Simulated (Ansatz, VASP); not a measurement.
## CrO2: VASP beside Ansatz

```xyz
6
Lattice="4.4210 0.0000 0.0000 0.0000 4.4210 0.0000 0.0000 0.0000 2.9170" Properties=species:S:1:pos:R:3 pbc="T T T"
Cr    0.0000    0.0000    0.0000
Cr    2.2105    2.2105    1.4585
O     1.3307    1.3307    0.0000
O     0.8798    3.5412    1.4585
O     3.0903    3.0903    0.0000
O     3.5412    0.8798    1.4585
```

Alike in both runs: task single point; functional PBE; k mesh 4 × 4 × 6; occupations gaussian, width 0.05 eV; collinear spin; Hubbard terms Cr d U = 4.0 eV, J = 0.5 eV.

|  | VASP | Ansatz |
| --- | --- | --- |
| version | VASP 6.6.1 | Ansatz 0.2.0 |
| potentials or method | VASP PAW PBE potentials, release 64 (Cr_sv, O), cutoff 600 eV | scalar-relativistic, plane waves, PAW |
| valence electrons in the cell | 52 | 52 |

```csv
,VASP,Ansatz,Ansatz less VASP
pressure (GPa),5.9,7.1,+1.20
"traceless stress, the component that is largest in VASP (GPa)",4.00,4.54,+0.540
rms of the force components (eV/Å),0.155,0.165,+0.0097
net moment per atom (μB),0.00,0.00,0.000
size of the moment on the site where the two differ most (μB),1.82,1.64,-0.181
```

Site moments also hang on the region over which each program counts them. The programs project onto different local orbitals, so the same U acts differently, and such runs can settle in different states. Atom by atom the forces differ by 0.010 eV/Å (rms over components). Ansatz's warnings: filled band counts differ across k points.
